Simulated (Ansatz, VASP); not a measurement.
**Zn5O3 in VASP and in Ansatz**

```
Zn O
1.0
     3.22331    0.00000    0.00000
    -1.61165    2.79147    0.00000
     0.00000    0.00000   12.04665
Zn O
5 3
Direct
  0.00000 0.00000 0.43365
  0.33333 0.66667 0.66368
  0.33333 0.66667 0.20981
  0.00000 0.00000 0.98645
  0.66667 0.33333 0.83716
  0.33333 0.66667 0.37322
  0.00000 0.00000 0.59719
  0.00000 0.00000 0.14984
```

Alike in both runs: functional PBE; k mesh 6 × 6 × 2; occupations gaussian, width 0.2 eV; no spin polarisation.

Ansatz relaxed the structure, and its values are those at the end. VASP's run is a single point on that final structure, the one shown.

```csv
,VASP,Ansatz
version,VASP 6.6.1,Ansatz 0.2.0
potentials or method,"VASP PAW PBE potentials, release 64 (Zn, O), cutoff 520 eV","scalar-relativistic, plane waves, PAW"
valence electrons in the cell,78,78
```

VASP gave:

```
gap on the k mesh at the Fermi level (eV) : none
pressure (GPa)                            : 1.0
rms of the force components (eV/Å)        : 0.016
```

Task: What did Ansatz give for the same quantities?

Result: gap on the k mesh at the Fermi level (eV): none; pressure (GPa): 0.3; rms of the force components (eV/Å): 0.006.

A gap of «none» marks a metal or a gap that the smearing closes.

The k mesh is coarse, so the values compare programs but aren't converged.
